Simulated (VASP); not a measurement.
Input of a VASP 6.6.1 run:

Contents of INCAR:

```
ALGO = Normal ; EDIFF = 1E-6
ENCUT = 600 ; GGA = PE
GGA_COMPAT = F ; ISIF = 2
ISMEAR = -1 ; LASPH = T
LCHARG = F ; LREAL = F
LWAVE = F ; NBANDS = 9
NELM = 120 ; PREC = Accurate
SIGMA = 0.05
```

Contents of KPOINTS:

```
k-points
0
Gamma
  18 18 18
```

Contents of POSCAR:

```
Be
1.0
    0.0000000000      1.8626955070      1.8626955070
    1.8626955070      0.0000000000      1.8626955070
    1.8626955070      1.8626955070      0.0000000000
Be
2
Direct
   -0.1250000000     -0.1250000000     -0.1250000000
    0.1250000000      0.1250000000      0.1250000000
```

Potentials or basis: VASP PAW PBE potentials, release 64 (Be).

Run with:

```sh
$ cat potpaw_PBE.64/Be/POTCAR > POTCAR
$ mpirun -np 1 vasp_std > vasp.out
```

(1) Predict the band gap on the k mesh.

(2) What does it give for the pressure?

Answers

(1) zero (bands 2 and 3 overlap by 9.90 eV).

(2) 140.8 GPa.

Caveat: the cell stands under pressure.
